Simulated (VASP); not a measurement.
# As (P6/mmm) in VASP: notebook

As is run at these levels: PBE; tasks: relaxation of cell and atoms, single point.

Everything below comes from runs of VASP 6.6.1. Logs are shortened: lines on timing, memory, paths and dates and some standing lists are left out, and cuts for length are marked.

## 1. The cell of the first run

It takes space group P6/mmm (No. 191, hexagonal). Conventional cell: a = 2.648 Å, b = 2.648 Å, c = 4.276 Å, α = 90.00°, β = 90.00°, γ = 120.00°. As (site symmetry -6m2) has 3 As at 1.53 Å within 2.0 Å.

## 2. Relaxation of cell and atoms, PBE

The input, INCAR:

```
SYSTEM = As
  PREC = Accurate
  ENCUT = 600
  EDIFF = 1E-7
  ISMEAR = 0
  SIGMA = 0.1
  LREAL = .FALSE.
  LASPH = .TRUE.
  NELM = 60
  ALGO = Normal
  ISIF = 3
  LWAVE = .FALSE.
  LCHARG = .FALSE.
  GGA = PE
  IBRION = 2
  NSW = 90
  EDIFFG = -0.04
```

The input, KPOINTS:

```
regular mesh
0
G
  9 9 4
  0 0 0
```

The input, POSCAR:

```
As
1.0
    2.6475307300      0.0000000000      0.0000000000
   -1.3237653700      2.2928288700      0.0000000000
    0.0000000000      0.0000000000      4.2760420400
As
2
Direct
    0.3333333300      0.6666666700      0.0000000000
    0.6666666700      0.3333333300      0.0000000000
```

Potentials or basis: VASP PAW PBE potentials, release 64 (As).

Started as:

```
$ cat potpaw_PBE.64/As/POTCAR > POTCAR
$ mpirun -np 1 vasp_std > vasp.out
```

OUTCAR:

```text
SYSTEM = As
   PREC = Accurate
   ENCUT = 600
   EDIFF = 1E-7
   ISMEAR = 0
   LREAL = .FALSE.
   LASPH = .TRUE.
   NELM = 60
   ISIF = 3
   GGA = PE
   IBRION = 2
   NSW = 90
   EDIFFG = -0.04

 ion  position               nearest neighbor table
   1  0.333  0.667  0.000-   2 1.53   2 1.53   2 1.53
   2  0.667  0.333  0.000-   1 1.53   1 1.53   1 1.53

  LATTYP: Found a hexagonal cell.
 ALAT       =     2.6475307300
 C/A-ratio  =     1.6151057253

  Lattice vectors:

 A1 = (   2.6475307300,   0.0000000000,   0.0000000000)
 A2 = (  -1.3237653700,   2.2928288700,   0.0000000000)
 A3 = (   0.0000000000,   0.0000000000,   4.2760420400)

Analysis of symmetry for initial positions (statically):
=====================================================================
 Subroutine PRICEL returns:
 Original cell was already a primitive cell.

 Routine SETGRP: Setting up the symmetry group for a
 hexagonal supercell.

 Subroutine GETGRP returns: Found 24 space group operations
 (whereof 24 operations were pure point group operations)
 out of a pool of 24 trial point group operations.

The static configuration has the point symmetry D_6h.

Analysis of symmetry for dynamics (positions and initial velocities):
=====================================================================
 Subroutine PRICEL returns:
 Original cell was already a primitive cell.

 Routine SETGRP: Setting up the symmetry group for a
 hexagonal supercell.

 Subroutine GETGRP returns: Found 24 space group operations
 (whereof 24 operations were pure point group operations)
 out of a pool of 24 trial point group operations.

The dynamic configuration has the point symmetry D_6h.

 Subroutine INISYM returns: Found 24 space group operations
 (whereof 24 operations are pure point group operations),
 and found     1 'primitive' translations

----------------------------------------------------------------------------------------

                                     Primitive cell

  volume of cell :      25.9570

  direct lattice vectors                    reciprocal lattice vectors
     2.647530730  0.000000000  0.000000000     0.377710441  0.218071226  0.000000000
    -1.323765370  2.292828870  0.000000000     0.000000000  0.436142450  0.000000000
     0.000000000  0.000000000  4.276042040     0.000000000  0.000000000  0.233861125

  length of vectors
     2.647530730  2.647530733  4.276042040     0.436142450  0.436142450  0.233861125

  position of ions in fractional coordinates (direct lattice)
     0.333333330  0.666666670  0.000000000
     0.666666670  0.333333330  0.000000000

  ion indices of the primitive-cell ions
   primitive index   ion index
                 1           1
                 2           2

[... 64 lines left out ...]
   ICHARG =      2    charge: 1-file 2-atom 10-const
   ISPIN  =      1    spin polarized calculation?
   LNONCOLLINEAR =      F non collinear calculations
   LSORBIT =      F    spin-orbit coupling
   LASPH  =      T    aspherical Exc in radial PAW
   ENCUT  =  600.0 eV  44.10 Ry    6.64 a.u.   5.29  5.29  8.54*2*pi/ulx,y,z
   NELM   =     60;   NELMIN=  2; NELMDL= -5     # of ELM steps
   EDIFF  = 0.1E-06   stopping-criterion for ELM
   LREAL  =      F    real-space projection
   EDIFFG = -.4E-01   stopping-criterion for IOM
   NSW    =     90    number of steps for IOM
   IBRION =      2    ionic relax: 0-MD 1-quasi-New 2-CG
   NFREE  =      1    steps in history (QN), initial steepest desc. (CG)
   ISIF   =      3    stress and relaxation
   ISYM   =      2    0-nonsym 1-usesym 2-fastsym
   POTIM  = 0.5000    time-step for ionic-motion
   TEBEG  =    0.0;   TEEND  =   0.0 temperature during run
   PSTRESS=    0.0 pullay stress
   NELECT =      10.0000    total number of electrons
   NUPDOWN=      -1.0000    fix difference up-down
   EMIN   =  10.00;   EMAX   =-10.00  energy-range for DOS
   EFERMI =   0.00;   METHOD = LEGACY
   ISMEAR =     0;   SIGMA  =   0.10  broadening in eV -4-tet -1-fermi 0-gaus
   EFERMI_NEDOS =   21; number of points for ismear=-14 and -15
   IALGO  =     38    algorithm
   IMIX   =      4    mixing-type and parameters
     AMIX     =   0.40;   BMIX     =  1.00
     AMIX_MAG =   1.60;   BMIX_MAG =  1.00
  volume/ion in A,a.u.               =      12.98        87.58
  Fermi-wavevector in a.u.,A,eV,Ry     =   1.191214  2.251069 19.306557  1.418992
  Thomas-Fermi vector in A             =   2.327281
   LORBIT       =      0    0 simple, 1 ext, 2 COOP (PROOUT), +10 PAW based schemes
   GGA     = PE    functional components
   LHFCALC =     F    Hartree Fock is set to
   AEXX    =    0.0000 exact exchange contribution
   IVDW    =     0    specifies the selected vdW correction
   LEPSILON=     F    determine dielectric tensor
   LRPA    =     F    only Hartree local field effects (RPA)
 conjugate gradient relaxation of ions
 non-spin polarized calculation
 Gauss-broadening in eV      SIGMA  =   0.10
  energy-cutoff  :      600.00
  volume of cell :       25.96
 maximum number of plane-waves:       885
 NGX is ok and might be reduce to    24
   NGX = 11   NGY = 11   NGZ = 17

--------------------------------------- Ionic step        1  -------------------------------------------

 number of electron      10.0000000 magnetization

 number of electron       9.9999999 magnetization

 Free energy of the ion-electron system (eV)
  ---------------------------------------------------
  ext. energy  EPLUGINS =         0.00000000
  ---------------------------------------------------
  free energy    TOTEN  =        41.63763754 eV

  energy without entropy =       41.63829229  energy(sigma->0) =       41.63796491

 E-fermi :  13.2678     XC(G=0): -11.1856

 val. band max:       12.8569293955   @ k =   0.3333   0.3333   0.2500
 cond. band min:      13.3362588105   @ k =   0.2222   0.0000   0.5000
 fundamental gap:      0.4793294151
 Fermi energy:        13.2678376530
[... 678 lines left out ...]
 k-point    24 :       0.3333    0.3333    0.2500
  band No.  band energies     occupation
      1     -10.2368      2.00000
      2     -10.2368      2.00000
      3      -3.6864      2.00000
      4      -0.6389      2.00000
      5      -0.6389      2.00000
      6       0.6445      0.00000
      7       0.6445      0.00000
      8       4.9542      0.00000
      9       5.0100      0.00000

 [... further k-points ...]

[... ionic steps 4 to 11 ...]

--------------------------------------- Ionic step       12  -------------------------------------------

 number of electron      10.0000004 magnetization

------------------------ aborting loop because EDIFF is reached ----------------------------------------
[... 67 lines left out ...]
--------------------------------------- Ionic step       14  -------------------------------------------

 number of electron      10.0000002 magnetization

 Free energy of the ion-electron system (eV)
  ---------------------------------------------------
  ext. energy  EPLUGINS =         0.00000000
  ---------------------------------------------------
  free energy    TOTEN  =        -8.26008070 eV

  energy without entropy =       -8.25380487  energy(sigma->0) =       -8.25694278

 E-fermi :   1.5418     XC(G=0):  -7.9088

 val. band max:        1.5163550354   @ k =   0.4444   0.1111   0.2500
 cond. band min:       1.6324849175   @ k =   0.2222   0.2222   0.2500
 fundamental gap:      0.1161298821
 Fermi energy:         1.5417674556
[... 317 lines left out ...]
  FREE ENERGIE OF THE ION-ELECTRON SYSTEM (eV)
  ---------------------------------------------------
  free  energy   TOTEN  =        -8.2600806970 eV

  energy  without entropy=       -8.2538048689  energy(sigma->0) =       -8.25694278

 reached required accuracy - stopping structural energy minimisation
```

OSZICAR:

```text
N       E                     dE             d eps       ncg     rms          rms(c)
DAV:   1     0.105916078127E+03    0.10592E+03   -0.53432E+03   648   0.111E+03
DAV:   2     0.407703934834E+02   -0.65146E+02   -0.63965E+02   869   0.176E+02
DAV:   3     0.385509731040E+02   -0.22194E+01   -0.21988E+01   837   0.397E+01
[... 188 lines left out ...]
DAV:   5    -0.826007996799E+01   -0.18825E-03   -0.41541E-04   682   0.140E-01    0.235E-02
DAV:   6    -0.826007174945E+01    0.82185E-05   -0.39577E-05   714   0.339E-02    0.135E-02
DAV:   7    -0.826008071731E+01   -0.89679E-05   -0.16202E-05   680   0.266E-02    0.213E-03
DAV:   8    -0.826008066177E+01    0.55541E-07   -0.15221E-06   709   0.702E-03    0.119E-03
DAV:   9    -0.826008069705E+01   -0.35280E-07   -0.21229E-07   646   0.288E-03
  14 F= -.82600807E+01 E0= -.82569428E+01  d E =-.129772E-01
```

It took 62 s on 1 thread of Intel Xeon 6975P-C (Granite Rapids), shared host; peak memory 0.15 GiB.

What came out:

```yaml
Free_energy: -8.2601 eV
Relaxed_volume: 32.66 Å³/atom
Relaxed_cell: a = 4.339 Å, b = 4.339 Å, c = 4.006 Å, α = 90.00°, β = 90.00°, γ = 120.00°
Space_group_after_relaxing_to_0.05_Å: P6/mmm (No. 191)
Energy_gained_by_relaxing: 24948.9 meV/atom
Ionic_steps: 14
Pressure_after_relaxing: 0.0 GPa
Band_gap_on_the_k_mesh: zero (band 5 reaches 2.04 eV, above the bottom of band 6 at 0.87 eV)
```

Stress tensor (GPa, compression positive):
```
 0.13  0.00  0.00
 0.00  0.13  0.00
 0.00  0.00 -0.13
```

The path:
```tsv
step	energy change (eV)	largest force (eV/Å)	pressure (GPa)	volume (Å³)
1	0.0000	0.0000	670.06	25.96
2	-27.6928	0.0000	-4.60	633.79
3	-33.2224	0.0000	-4.61	498.51
4	-36.3843	0.0000	-4.69	417.74
5	-43.9988	0.0000	-4.98	187.59
6	-49.1828	0.0000	-6.83	88.22
7	-47.8536	0.0000	31.65	52.46
8	-49.6982	0.0000	-4.57	78.40
9	-49.8318	0.0000	3.14	66.25
10	-49.8821	0.0000	-0.84	70.90
11	-49.8847	0.0000	-0.12	69.78
12	-49.8868	0.0000	-0.12	69.33
13	-49.8924	0.0000	-0.11	68.00
14	-49.8977	0.0000	0.05	65.32
```

Final structure:
```cif
data_structure
_symmetry_space_group_name_H-M 'P 1'
_symmetry_Int_Tables_number 1
_cell_length_a 4.3390
_cell_length_b 4.3390
_cell_length_c 4.0061
_cell_angle_alpha 90.000
_cell_angle_beta 90.000
_cell_angle_gamma 120.000
_cell_volume 65.32
loop_
_atom_site_label
_atom_site_type_symbol
_atom_site_fract_x
_atom_site_fract_y
_atom_site_fract_z
_atom_site_occupancy
As1 As 0.33333 0.66667 0.00000 1
As2 As 0.66667 0.33333 0.00000 1
```

Caveat: the k points lie up to 0.39 Å⁻¹ apart in the final cell; the volume moved by over 15 % at a fixed basis, so the end points are rough; this functional lacks dispersion, which binds the layers, so the pressure and a relaxed spacing across them are unreliable.

## 3. Relaxation of cell and atoms, PBE

This run uses another cell than the first one, of 25.47 Å³/atom, 1.963 times its volume.

The input, INCAR:

```
SYSTEM = As
PREC = Accurate
ENCUT = 600
EDIFF = 1E-7
ISMEAR = 0
SIGMA = 0.1
LREAL = .FALSE.
LASPH = .TRUE.
NELM = 60
ALGO = Normal
ISIF = 3
LWAVE = .FALSE.
LCHARG = .FALSE.
GGA = PE
IBRION = 2
NSW = 90
EDIFFG = -0.04
```

The input, KPOINTS:

```
Automatic mesh
0
G
  6 6 6
  0 0 0
```

The input, POSCAR:

```
As
1.0
    4.4702880520      0.0000000000      0.0000000000
   -2.2351440260      3.8713830153      0.0000000000
    0.0000000000      0.0000000000      2.9437899549
As
2
Direct
    0.3333333333      0.6666666667      0.0000000000
    0.6666666667      0.3333333333      0.0000000000
```

Potentials or basis: VASP PAW PBE potentials, release 64 (As).

Started as:

```
$ cat potpaw_PBE.64/As/POTCAR > POTCAR
$ mpirun -np 1 vasp_std > vasp.out
```

It took 68 s on 1 thread of Intel Xeon 6975P-C (Granite Rapids), shared host; peak memory 0.18 GiB.

It converged, with:

```yaml
Free_energy: -8.9207 eV
Relaxed_volume: 25.80 Å³/atom
Relaxed_cell: a = 4.677 Å, b = 4.677 Å, c = 2.723 Å, α = 90.00°, β = 90.00°, γ = 120.00°
Space_group_after_relaxing_to_0.05_Å: P6/mmm (No. 191)
Energy_gained_by_relaxing: 69.7 meV/atom
Ionic_steps: 17
Pressure_after_relaxing: 0.0 GPa
Band_gap_on_the_k_mesh: zero (band 5 reaches 5.38 eV, above the bottom of band 6 at 1.89 eV)
```

Step by step:
```
step  energy change (eV)  largest force (eV/Å)  pressure (GPa)  volume (Å³)
   1              0.0000                0.0000            1.21        50.95
   2             -0.0181                0.0000           -0.43        52.37
   3             -0.0382                0.0000           -1.93        53.90
   4             -0.0438                0.0000           -4.83        56.97
   5             -0.0461                0.0000           -3.02        54.93
   6             -0.0516                0.0000           -4.04        55.95
   7             -0.0564                0.0000           -4.21        56.10
   8             -0.0616                0.0000           -4.44        56.35
   9             -0.0621                0.0000           -4.50        56.45
  10             -0.0698                0.0000           -4.33        56.19
  11             -0.0908                0.0000           -3.74        55.42
  12             -0.1216                0.0000           -2.40        53.90
  13             -0.1293                0.0000            1.11        50.93
  14             -0.1358                0.0000           -0.47        52.15
  15             -0.1358                0.0000           -0.37        52.06
  16             -0.1377                0.0000           -0.26        51.92
  17             -0.1395                0.0000            0.02        51.59
```

Final structure:
```
CELL_PARAMETERS angstrom
4.67734 0.00000 0.00000
-2.33867 4.05069 0.00000
0.00000 0.00000 2.72312
ATOMIC_POSITIONS crystal
As 0.33333 0.66667 0.00000
As 0.66667 0.33333 0.00000
```

Levels at points of the mesh, in eV from the Fermi level:
```
           k point  band 1  band 2  band 3  band 4  band 5  band 6  band 7  band 8  band 9
(0.00, 0.00, 0.00)  -14.22   -9.28   -4.35   -4.35   -0.21   -0.21    4.37    4.47    7.87
(0.50, 0.00, 0.00)  -13.08  -11.72   -5.15   -3.38    1.58    2.89    5.28    5.38    6.44
(0.00, 0.00, 0.50)  -11.13   -6.30   -5.86   -2.34   -1.91   -1.91    2.53    2.53    5.51
(0.50, 0.00, 0.50)   -9.98   -8.58   -5.26   -4.09   -2.62   -0.40    4.18    4.45    4.72
```

## 4. Single point, PBE

This run uses another cell than the first one, of 25.59 Å³/atom, 1.971 times its volume.

The input, INCAR:

```
SYSTEM = As
PREC = Accurate
ENCUT = 520
EDIFF = 1E-7
ISMEAR = 0
SIGMA = 0.1
LREAL = .FALSE.
LASPH = .TRUE.
NELM = 100
ALGO = Normal
ISIF = 2
LWAVE = .FALSE.
LCHARG = .FALSE.
GGA = PE
NBANDS = 12
```

The input, KPOINTS:

```
regular mesh
0
G
  15 15 20
  0 0 0
```

The input, POSCAR:

```
As
1.0
    4.5663961417      0.0000000000      0.0000000000
   -2.2831980708      3.9546150624      0.0000000000
    0.0000000000      0.0000000000      2.8337360978
As
2
Direct
    0.3333333333      0.6666666667      0.0000000000
    0.6666666667      0.3333333333      0.0000000000
```

Started as:

```
$ cat potpaw_PBE.64/As/POTCAR > POTCAR
$ mpirun -np 1 vasp_std > vasp.out
```

Wall time 57 s (1 thread of Intel Xeon 6975P-C (Granite Rapids), shared host); peak memory 0.29 GiB.

It converged, with:

| Quantity | Value |
| --- | --- |
| Free energy | -8.9066 eV |
| Pressure | 0.1 GPa |
| Band gap on the k mesh | zero (band 5 reaches 6.10 eV, above the bottom of band 6 at 2.04 eV) |

Stress tensor (GPa, compression positive):
```
0.16 0.00 0.00
0.00 0.16 0.00
0.00 0.00 0.07
```

Levels at points of the mesh, in eV from the Fermi level:
```
           k point  band 2  band 3  band 4  band 5  band 6  band 7  band 8  band 9
(0.00, 0.00, 0.00)   -8.65   -4.28   -4.28    0.02    0.02    3.18    4.59    7.07
(0.00, 0.00, 0.50)   -6.20   -5.85   -2.31   -2.31   -1.66    2.32    2.32    5.68
```

(Part 1 of 2 ends here.)
